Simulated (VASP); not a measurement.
Wanted: the native input for a VASP 6.6.1 run.

```yaml
Task: single point
Functional: PBE
Dispersion: D3(BJ)
Potentials_or_basis: VASP PAW PBE potentials, release 64 (Se, Pt)
Cutoff: 520 eV
k_mesh: 6 × 6 × 1
Occupations: gaussian, width 0.1 eV
Spin: no spin polarisation
Dipole_correction: yes
Further_INCAR_settings: ALGO = Normal; EDIFF = 1e-06; NBANDS = 56
```

The structure of PtSe2 lies in POSCAR:

```
PtSe2
1.0
    3.7714571387      0.0000000000      0.0000000000
   -1.8857285693      3.2661776914      0.0000000000
    0.0000000000      0.0000000000     60.0613416738
Se Pt
8 4
Direct
    0.6666666667      0.3333333333      0.3582226907
    0.3333333333      0.6666666667      0.4008582727
    0.6666666667      0.3333333333      0.4385290362
    0.3333333333      0.6666666667      0.4811646183
    0.6666666667      0.3333333333      0.5188353817
    0.3333333333      0.6666666667      0.5614709638
    0.6666666667      0.3333333333      0.5991417273
    0.3333333333      0.6666666667      0.6417773093
    0.0000000000      0.0000000000      0.3795404817
    0.0000000000      0.0000000000      0.4598468272
    0.0000000000      0.0000000000      0.5401531728
    0.0000000000      0.0000000000      0.6204595183
```

This cell differs from its parent crystal: atoms taken out.

These files were run (other wordings do the same):

INCAR

```
  PREC = Accurate
  ENCUT = 520
  EDIFF = 1E-6
  ISMEAR = 0
  SIGMA = 0.1
  LREAL = False
  LASPH = True
  NELM = 100
  ALGO = Normal
  ISIF = 2
  LWAVE = False
  LCHARG = False
  LDIPOL = True
  IDIPOL = 3
  DIPOL = 0.5 0.5 0.500
  GGA = PE
  IVDW = 12
  NBANDS = 56
```

KPOINTS

```
Automatic mesh
0
Gamma
  6 6 1
```

Potentials or basis: VASP PAW PBE potentials, release 64 (Se, Pt).

Run with:

```console
$ cat potpaw_PBE.64/Se/POTCAR potpaw_PBE.64/Pt/POTCAR > POTCAR
$ mpirun -np 1 vasp_std > vasp.out
```

It gave:

```
Largest force              : 0.244 eV/Å
Band gap on the k mesh     : zero (bands 44 and 45 overlap by 0.26 eV)
Dispersion energy per atom : -0.436 eV
```

Caveat: the cell differs from its parent crystal (atoms taken out); spin-orbit coupling is left out, which moves the levels of the heavy elements.

Wall time 11 min on 1 thread of AMD EPYC 7R13 Processor (Zen 3), on a shared host, peak memory 0.77 GiB.
